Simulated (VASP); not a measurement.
# SnS2 (P-3m1) in VASP: further runs

Runs on SnS2. Level: LDA. Tasks: single point.

Everything below comes from runs of VASP 6.6.1. Logs are shortened: lines on timing, memory, paths and dates and some standing lists are left out, and cuts for length are marked.

## 1. The cell of the first run

Symmetry: P-3m1, No. 164, trigonal system. The conventional cell has a = 3.565 Å, b = 3.565 Å, c = 5.748 Å, α = 90.00°, β = 90.00°, γ = 120.00°. Sn (site symmetry -3m) has 6 S at 2.51 Å within 3.3 Å. S (site symmetry 3m) has 3 Sn at 2.51 Å within 3.3 Å.

## 2. Single point, LDA

Input file INCAR:

```
SYSTEM = SnS2
PREC = Accurate ; ENCUT = 500
EDIFF = 1E-6 ; ISMEAR = 0
SIGMA = 0.01 ; LREAL = .FALSE.
LASPH = .TRUE. ; NELM = 120
ALGO = Normal ; ISIF = 2
LWAVE = .FALSE. ; LCHARG = .FALSE.
GGA = CA ; NBANDS = 20
GGA_COMPAT = .FALSE.
```

Input file KPOINTS:

```
Automatic mesh
0
G
  5 5 3
  0 0 0
```

Input file POSCAR:

```
SnS2
1.0
    3.5647138496      0.0000000000      0.0000000000
   -1.7823569248      3.0871323157      0.0000000000
    0.0000000000      0.0000000000      5.7482112859
Sn S
1 2
Direct
    0.0000000000      0.0000000000      0.0000000000
    0.3333333333      0.6666666667      0.2500000000
    0.6666666667      0.3333333333      0.7500000000
```

Potentials or basis: VASP PAW LDA potentials, release 64 (Sn_d, S).

Launch:

```
$ cat potpaw_LDA.64/Sn_d/POTCAR potpaw_LDA.64/S/POTCAR > POTCAR
$ mpirun -np 1 vasp_std > vasp.out
```

OUTCAR:

```text
SYSTEM = SnS2
   PREC = Accurate
   ENCUT = 500
   EDIFF = 1E-6
   ISMEAR = 0
   LREAL = .FALSE.
   LASPH = .TRUE.
   NELM = 120
   ISIF = 2
   GGA = CA

 ion  position               nearest neighbor table
   1  0.000  0.000  0.000-   2 2.51   3 2.51   3 2.51   2 2.51   3 2.51   2 2.51
   2  0.333  0.667  0.250-   1 2.51   1 2.51   1 2.51
   3  0.667  0.333  0.750-   1 2.51   1 2.51   1 2.51

  LATTYP: Found a hexagonal cell.
 ALAT       =     3.5647138496
 C/A-ratio  =     1.6125309151

  Lattice vectors:

 A1 = (   3.5647138496,   0.0000000000,   0.0000000000)
 A2 = (  -1.7823569248,   3.0871323157,   0.0000000000)
 A3 = (   0.0000000000,   0.0000000000,   5.7482112859)

Analysis of symmetry for initial positions (statically):
=====================================================================
 Subroutine PRICEL returns:
 Original cell was already a primitive cell.

 Routine SETGRP: Setting up the symmetry group for a
 hexagonal supercell.

 Subroutine GETGRP returns: Found 12 space group operations
 (whereof 12 operations were pure point group operations)
 out of a pool of 24 trial point group operations.

The static configuration has the point symmetry D_3d.

Analysis of symmetry for dynamics (positions and initial velocities):
=====================================================================
 Subroutine PRICEL returns:
 Original cell was already a primitive cell.

 Routine SETGRP: Setting up the symmetry group for a
 hexagonal supercell.

 Subroutine GETGRP returns: Found 12 space group operations
 (whereof 12 operations were pure point group operations)
 out of a pool of 24 trial point group operations.

The dynamic configuration has the point symmetry D_3d.

 Subroutine INISYM returns: Found 12 space group operations
 (whereof 12 operations are pure point group operations),
 and found     1 'primitive' translations

----------------------------------------------------------------------------------------

                                     Primitive cell

  volume of cell :      63.2576

  direct lattice vectors                    reciprocal lattice vectors
     3.564713850  0.000000000  0.000000000     0.280527426  0.161962608  0.000000000
    -1.782356925  3.087132316  0.000000000     0.000000000  0.323925215  0.000000000
     0.000000000  0.000000000  5.748211286     0.000000000  0.000000000  0.173967161

  length of vectors
     3.564713850  3.564713473  5.748211286     0.323925181  0.323925215  0.173967161

  position of ions in fractional coordinates (direct lattice)
     0.000000000  0.000000000  0.000000000
     0.333333333  0.666666667  0.250000000
     0.666666667  0.333333333  0.750000000

  ion indices of the primitive-cell ions
   primitive index   ion index
                 1           1
                 2           2
                 3           3

----------------------------------------------------------------------------------------

 KPOINTS: Automatic mesh

Automatic generation of k-mesh.
 Grid dimensions read from file:
 generate k-points for:    5    5    3

 Generating k-lattice:

  Cartesian coordinates                     Fractional coordinates (reciprocal lattice)
     0.056105485  0.032392522  0.000000000     0.200000000  0.000000000  0.000000000
     0.000000000  0.064785043  0.000000000     0.000000000  0.200000000  0.000000000
     0.000000000  0.000000000  0.057989054     0.000000000  0.000000000  0.333333333

  Length of vectors
     0.064785036  0.064785043  0.057989054

  Shift w.r.t. Gamma in fractional coordinates (k-lattice)
     0.000000000  0.000000000  0.000000000

 Subroutine IBZKPT returns following result:
 ===========================================

 Found     12 irreducible k-points:

 Following reciprocal coordinates:
            Coordinates               Weight
  0.000000  0.000000  0.000000      1.000000
  0.200000 -0.000000  0.000000      6.000000
  0.400000 -0.000000  0.000000      6.000000
  0.200000  0.200000  0.000000      6.000000
  0.400000  0.200000  0.000000      6.000000
  0.000000  0.000000  0.333333      2.000000
  0.200000 -0.000000  0.333333      6.000000
  0.000000  0.200000  0.333333      6.000000
  0.400000 -0.000000  0.333333      6.000000
  0.000000  0.400000  0.333333      6.000000
  0.200000  0.200000  0.333333     12.000000
  0.400000  0.200000  0.333333     12.000000
   k-points           NKPTS =     12   k-points in BZ     NKDIM =     12   number of bands    NBANDS=     20
   number of dos      NEDOS =    301   number of ions     NIONS =      3
   total plane-waves  NPLWV =  32928
   dimension x,y,z NGX =    28 NGY =   28 NGZ =   42
   dimension x,y,z NGXF=    56 NGYF=   56 NGZF=   84
   ions per type =               1   2
   NGX,Y,Z   is equivalent  to a cutoff of  13.06, 13.06, 12.15 a.u.
   NGXF,Y,Z  is equivalent  to a cutoff of  26.12, 26.12, 24.29 a.u.
 SYSTEM =  SnS2
   PREC   = accura    normal or accurate (medium, high low for compatibility)
[... 84 lines left out ...]
[... 12 lines left out ...]
     19      13.9943      0.00000
     20      15.2693      0.00000

 k-point     3 :       0.4000   -0.0000    0.0000
  band No.  band energies     occupation
      1     -15.6768      2.00000
      2     -15.5350      2.00000
      3     -15.5263      2.00000
      4     -15.4435      2.00000
      5     -15.4390      2.00000
      6      -7.2114      2.00000
[... 12 lines left out ...]
     19      15.3994      0.00000
     20      16.0599      0.00000

 k-point     4 :       0.2000    0.2000    0.0000
  band No.  band energies     occupation
      1     -15.6405      2.00000
      2     -15.5575      2.00000
      3     -15.5045      2.00000
      4     -15.4800      2.00000
      5     -15.4401      2.00000
      6      -7.5779      2.00000
[... 12 lines left out ...]
     19      12.6774      0.00000
     20      16.1052      0.00000

 k-point     5 :       0.4000    0.2000    0.0000
  band No.  band energies     occupation
      1     -15.6532      2.00000
      2     -15.5691      2.00000
      3     -15.5073      2.00000
      4     -15.4521      2.00000
      5     -15.4401      2.00000
      6      -6.4661      2.00000
[... 12 lines left out ...]
     19      14.7711      0.00000
     20      15.6508      0.00000

 k-point     6 :       0.0000    0.0000    0.3333
  band No.  band energies     occupation
      1     -15.5777      2.00000
      2     -15.5777      2.00000
      3     -15.5148      2.00000
      4     -15.4780      2.00000
      5     -15.4780      2.00000
      6      -8.8489      2.00000
[... 12 lines left out ...]
     19      14.4257      0.00000
     20      14.4257      0.00000

 k-point     7 :       0.2000   -0.0000    0.3333
  band No.  band energies     occupation
      1     -15.6129      2.00000
      2     -15.5527      2.00000
      3     -15.5020      2.00000
      4     -15.4849      2.00000
      5     -15.4721      2.00000
      6      -8.3607      2.00000
[... 12 lines left out ...]
     19      14.0564      0.00000
     20      15.4094      0.00000

 k-point     8 :       0.0000    0.2000    0.3333
  band No.  band energies     occupation
      1     -15.6129      2.00000
      2     -15.5527      2.00000
      3     -15.5021      2.00000
      4     -15.4848      2.00000
      5     -15.4721      2.00000
      6      -8.3590      2.00000
[... 12 lines left out ...]
     19      14.0233      0.00000
     20      14.9600      0.00000

 k-point     9 :       0.4000   -0.0000    0.3333
  band No.  band energies     occupation
      1     -15.6771      2.00000
      2     -15.5350      2.00000
      3     -15.5264      2.00000
      4     -15.4432      2.00000
      5     -15.4390      2.00000
      6      -7.1042      2.00000
[... 12 lines left out ...]
     19      15.8577      0.00000
     20      17.0742      0.00000

 k-point    10 :       0.0000    0.4000    0.3333
  band No.  band energies     occupation
      1     -15.6772      2.00000
      2     -15.5350      2.00000
      3     -15.5264      2.00000
      4     -15.4432      2.00000
      5     -15.4390      2.00000
      6      -7.0998      2.00000
[... 12 lines left out ...]
     19      15.2594      0.00000
     20      16.5880      0.00000

 k-point    11 :       0.2000    0.2000    0.3333
  band No.  band energies     occupation
      1     -15.6408      2.00000
      2     -15.5575      2.00000
      3     -15.5046      2.00000
      4     -15.4799      2.00000
      5     -15.4399      2.00000
      6      -7.4569      2.00000
[... 12 lines left out ...]
     19      13.6176      0.00000
     20      14.8909      0.00000

 k-point    12 :       0.4000    0.2000    0.3333
  band No.  band energies     occupation
      1     -15.6535      2.00000
      2     -15.5693      2.00000
      3     -15.5074      2.00000
      4     -15.4521      2.00000
      5     -15.4399      2.00000
      6      -6.3976      2.00000
[... 12 lines left out ...]
     19      14.8208      0.00000
     20      15.9260      0.00000

------------------------ aborting loop because EDIFF is reached ----------------------------------------

  FORCE on cell =-STRESS in cart. coord.  units (eV):
  Direction    XX          YY          ZZ          XY          YZ          ZX
  --------------------------------------------------------------------------------------
  -------------------------------------------------------------------------------------
  Total        2.2171470      2.2171464      1.8374191      0.0000000      0.0000000      0.0000000
  in kB       56.1555169     56.1555011     46.5378354      0.0000000      0.0000000      0.0000000
  external PRESSURE =      52.9496178 kB  Pullay stress =       0.0000000 kB

 VOLUME and BASIS-vectors are now :
 -----------------------------------------------------------------------------
  energy-cutoff  :      500.00
  volume of cell :       63.26
      direct lattice vectors                 reciprocal lattice vectors
     3.564713850  0.000000000  0.000000000     0.280527426  0.161962608  0.000000000
    -1.782356925  3.087132316  0.000000000     0.000000000  0.323925215  0.000000000
     0.000000000  0.000000000  5.748211286     0.000000000  0.000000000  0.173967161

 POSITION                                       TOTAL-FORCE (eV/Angst)
 -----------------------------------------------------------------------------------
      0.00000      0.00000      0.00000         0.000000      0.000000     -0.000000
     -0.00000      2.05809      1.43705        -0.000000     -0.000000      0.624372
      1.78236      1.02904      4.31116         0.000000      0.000000     -0.624372
 -----------------------------------------------------------------------------------
    total drift:                               -0.000000     -0.000000     -0.000000

  FREE ENERGIE OF THE ION-ELECTRON SYSTEM (eV)
  ---------------------------------------------------
  free  energy   TOTEN  =       -14.9854884984 eV

  energy  without entropy=      -14.9854884984  energy(sigma->0) =      -14.98548850
```

Wall time 9.7 s (1 thread of Intel Xeon Platinum 8259CL at 2.50GHz (Skylake/Cascade Lake), shared host); peak memory 0.15 GiB.

What came out:

| Property | Result |
| --- | --- |
| Free energy | -14.9855 eV |
| Pressure | 5.3 GPa |
| Largest force | 0.624 eV/Å |
| Band gap on the k mesh | 1.42 eV (least direct gap 2.01 eV) |

Forces in eV/Å, atoms in the order of the input:
```
Sn   0.000  0.000  0.000
S    0.000  0.000  0.624
S    0.000  0.000 -0.624
```

Stress tensor (GPa, compression positive):
```
5.62 0.00 0.00
0.00 5.62 0.00
0.00 0.00 4.65
```

Caveat: the cell stands under pressure; spin-orbit coupling is left out, which moves the levels of the heavy elements; an odd mesh through Γ misses points on the zone boundary, where band edges can lie.

## 3. Single point, LDA

This run uses another cell than the first one, of 21.53 Å³/atom.

Input file INCAR:

```
SYSTEM = SnS2
  PREC = Accurate
  ENCUT = 500
  EDIFF = 1E-6
  ISMEAR = 0
  SIGMA = 0.01
  LREAL = .False.
  LASPH = .True.
  NELM = 120
  ALGO = Normal
  ISIF = 2
  LWAVE = .False.
  LCHARG = .False.
  NBANDS = 20
  GGA_COMPAT = .False.
```

Input file KPOINTS:

```
Automatic mesh
0
Gamma
  5 5 3
  0 0 0
```

Input file POSCAR:

```
SnS2
1.0
    3.5898182954      0.0000000000      0.0000000000
   -1.7949091477      3.1088734004      0.0000000000
    0.0000000000      0.0000000000      5.7886929809
Sn S
1 2
Direct
    0.0000000000      0.0000000000      0.0000000000
    0.3333333333      0.6666666667      0.2500000000
    0.6666666667      0.3333333333      0.7500000000
```

Potentials or basis: VASP PAW LDA potentials, release 64 (Sn_d, S).

Launch:

```
$ cat potpaw_LDA.64/Sn_d/POTCAR potpaw_LDA.64/S/POTCAR > POTCAR
$ mpirun -np 1 vasp_std > vasp.out
```

Run time: 9.9 s. Hardware: 1 thread of Intel Xeon Platinum 8259CL at 2.50GHz (Skylake/Cascade Lake), shared host; peak memory 0.15 GiB.

It converged, with:

```yaml
Free_energy: -15.0209 eV
Pressure: 3.1 GPa
Largest_force: 0.387 eV/Å
Band_gap_on_the_k_mesh: 1.38 eV (least direct gap 1.96 eV)
```

Forces in eV/Å, atoms in the order of the input:
```
Sn   0.000  0.000  0.000
S    0.000  0.000  0.387
S    0.000  0.000 -0.387
```

Stress tensor (GPa, compression positive):
```
3.34 0.00 0.00
0.00 3.34 0.00
0.00 0.00 2.61
```

Levels at points of the mesh, in eV from the valence-band top:
| k point | band 9 | band 10 | band 11 | band 12 | band 13 | band 14 | band 15 | band 16 | band 17 | band 18 |
| --- | --- | --- | --- | --- | --- | --- | --- | --- | --- | --- |
| (0.00, 0.00, 0.00) | -0.71 | -0.71 | -0.39 | -0.39 | 0.00 | 2.03 | 3.49 | 5.37 | 5.37 | 8.86 |

Caveat: the cell stands under pressure; spin-orbit coupling is left out, which moves the levels of the heavy elements; an odd mesh through Γ misses points on the zone boundary, where band edges can lie.

## 4. Single point, LDA

This run uses another cell than the first one, of 21.98 Å³/atom.

Input file INCAR:

```
SYSTEM = SnS2
ALGO     = Normal         ! electronic algorithm
EDIFF    = 1E-6           ! SCF threshold, eV
ENCUT    = 500            ! plane-wave cutoff, eV
GGA_COMPAT= .False.      
ISIF     = 2              ! what is computed and relaxed
ISMEAR   = 0              ! smearing method
LASPH    = .True.         ! aspherical terms in the spheres
LCHARG   = .False.        ! write CHGCAR
LREAL    = .False.        ! projectors in reciprocal space
LWAVE    = .False.        ! write WAVECAR
NBANDS   = 20             ! bands
NELM     = 120            ! most SCF steps
PREC     = Accurate       ! precision mode
SIGMA    = 0.01           ! smearing width, eV
```

Input file KPOINTS:

```
k-points
0
Gamma
  5 5 3
  0 0 0
```

Input file POSCAR:

```
SnS2
1.0
    3.6145764453      0.0000000000      0.0000000000
   -1.8072882227      3.1303145842      0.0000000000
    0.0000000000      0.0000000000      5.8286162630
Sn S
1 2
Direct
    0.0000000000      0.0000000000      0.0000000000
    0.3333333333      0.6666666667      0.2500000000
    0.6666666667      0.3333333333      0.7500000000
```

Launch:

```
$ cat potpaw_LDA.64/Sn_d/POTCAR potpaw_LDA.64/S/POTCAR > POTCAR
$ mpirun -np 1 vasp_std > vasp.out
```

Run time: 10 s. Hardware: 1 thread of Intel Xeon Platinum 8259CL at 2.50GHz (Skylake/Cascade Lake), shared host; peak memory 0.16 GiB.

Results (log left out):

```yaml
Free_energy: -15.0387 eV
Pressure: 1.1 GPa
Largest_force: 0.169 eV/Å
Band_gap_on_the_k_mesh: 1.34 eV (least direct gap 1.90 eV)
```

Forces in eV/Å, atoms in the order of the input:
```
Sn   0.000  0.000  0.000
S    0.000  0.000  0.169
S    0.000  0.000 -0.169
```

Stress tensor (GPa, compression positive):
```
1.31 0.00 0.00
0.00 1.31 0.00
0.00 0.00 0.80
```

Levels at points of the mesh, in eV from the valence-band top:
| k point | band 10 | band 11 | band 12 | band 13 | band 14 | band 15 | band 16 | band 17 |
| --- | --- | --- | --- | --- | --- | --- | --- | --- |
| (0.00, 0.00, 0.00) | -0.69 | -0.38 | -0.38 | 0.00 | 1.90 | 3.47 | 5.33 | 5.33 |

Caveat: spin-orbit coupling is left out, which moves the levels of the heavy elements; an odd mesh through Γ misses points on the zone boundary, where band edges can lie.

## 5. Single point, LDA

This run uses another cell than the first one, of 22.43 Å³/atom.

Input file INCAR:

```
SYSTEM = SnS2
PREC = Accurate ; ENCUT = 500
EDIFF = 1E-6 ; ISMEAR = 0
SIGMA = 0.01 ; LREAL = .FALSE.
LASPH = .TRUE. ; NELM = 120
ALGO = Normal ; ISIF = 2
LWAVE = .FALSE. ; LCHARG = .FALSE.
GGA = CA ; NBANDS = 20
GGA_COMPAT = .FALSE.
```

Input file KPOINTS:

```
Automatic mesh
0
G
  5 5 3
  0 0 0
```

Input file POSCAR:

```
SnS2
1.0
    3.6390000000      0.0000000000      0.0000000000
   -1.8195000000      3.1514660000      0.0000000000
    0.0000000000      0.0000000000      5.8680000000
Sn S
1 2
Direct
    0.0000000000      0.0000000000      0.0000000000
    0.3333333333      0.6666666667      0.2500000000
    0.6666666667      0.3333333333      0.7500000000
```

Launch:

```
$ cat potpaw_LDA.64/Sn_d/POTCAR potpaw_LDA.64/S/POTCAR > POTCAR
$ mpirun -np 1 vasp_std > vasp.out
```

Run time: 10 s. Hardware: 1 thread of Intel Xeon Platinum 8259CL at 2.50GHz (Skylake/Cascade Lake), shared host; peak memory 0.16 GiB.

Results (log left out):

| Item | Value |
| --- | --- |
| Free energy | -15.0411 eV |
| Pressure | -0.6 GPa |
| Largest force | 0.031 eV/Å |
| Band gap on the k mesh | 1.30 eV (least direct gap 1.77 eV) |

Forces on the atoms (eV/Å):
```
Sn   0.000  0.000  0.000
S    0.000  0.000 -0.031
S    0.000  0.000  0.031
```

Stress tensor (GPa, compression positive):
```
-0.51  0.00  0.00
 0.00 -0.51  0.00
 0.00  0.00 -0.83
```

Levels at points of the mesh, in eV from the valence-band top:
```csv
k point,band 10,band 11,band 12,band 13,band 14,band 15,band 16,band 17
"(0.00, 0.00, 0.00)",-0.67,-0.37,-0.37,0.00,1.77,3.45,5.29,5.29
```

Caveat: spin-orbit coupling is left out, which moves the levels of the heavy elements; an odd mesh through Γ misses points on the zone boundary, where band edges can lie.

## 6. Summary

```csv
cell,gap on the mesh (eV),pressure (GPa),largest force (eV/Å)
"a = 3.565, b = 3.565, c = 5.748 Å, angles 90.0, 90.0, 120.0°, 3 atoms",1.42,5.3,0.62
"a = 3.590, b = 3.590, c = 5.789 Å, angles 90.0, 90.0, 120.0°, 3 atoms",1.38,3.1,0.39
"a = 3.615, b = 3.615, c = 5.829 Å, angles 90.0, 90.0, 120.0°, 3 atoms",1.34,1.1,0.17
"a = 3.639, b = 3.639, c = 5.868 Å, angles 90.0, 90.0, 120.0°, 3 atoms",1.30,-0.6,0.03
```

Alike in all rows: task single point; level LDA; potentials or basis VASP PAW LDA potentials, release 64 (Sn_d, S); no spin polarisation; k mesh 5 × 5 × 3; cutoff (eV) 500; smearing gaussian 0.01 eV.

Caveats: spin-orbit coupling is left out, which moves the levels of the heavy elements; an odd mesh through Γ misses points on the zone boundary, where band edges can lie; the cell stands under pressure (at least some runs).

Total energies depend on the potentials used, so only differences within one code and one set of settings carry meaning.
